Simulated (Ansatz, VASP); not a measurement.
Two plane-wave programs on Mg5SiSb2

```
CELL_PARAMETERS angstrom
4.41220 0.00000 0.00000
0.00000 4.41220 0.00000
0.00000 0.00000 9.04280
ATOMIC_POSITIONS crystal
Mg 0.00000 0.50000 0.26062
Mg 0.50000 0.00000 0.73938
Mg 0.50000 0.00000 0.26062
Mg 0.00000 0.50000 0.73938
Mg 0.50000 0.50000 0.00000
Si 0.00000 0.00000 0.50000
Sb 0.00000 0.00000 0.00000
Sb 0.50000 0.50000 0.50000
```

Change from the starting cell: species swapped into the Al5CuMo2 type (P4/mmm, No. 123).

Alike in both runs: functional PBE; k mesh 4 × 4 × 2; occupations gaussian, width 0.1 eV; no spin polarisation.

Ansatz relaxed the structure, and its values are those at the end. VASP's run is a single point on that final structure, the one shown.

|  | VASP | Ansatz |
| --- | --- | --- |
| version | VASP 6.6.1 | Ansatz 0.2.0 |
| potentials or method | VASP PAW PBE potentials, release 64 (Mg, Si, Sb), cutoff 520 eV | scalar-relativistic, plane waves, PAW |
| valence electrons in the cell | 24 | 84 |

|  | VASP | Ansatz | Ansatz less VASP |
| --- | --- | --- | --- |
| gap on the k mesh at the Fermi level (eV) | none | none | - |
| pressure (GPa) | 0.0 | 0.0 | +0.07 |
| rms of the force components (eV/Å) | 0.003 | 0.003 | +0.0001 |

A gap of «none» marks a metal or a gap that the smearing closes. With one functional, cell and mesh, what is left measures potentials, basis and numerics. VASP's potentials hold 24 valence electrons a cell and Ansatz's 84, so a difference there can come from the potentials and not from the codes.

Spin-orbit coupling is off throughout.
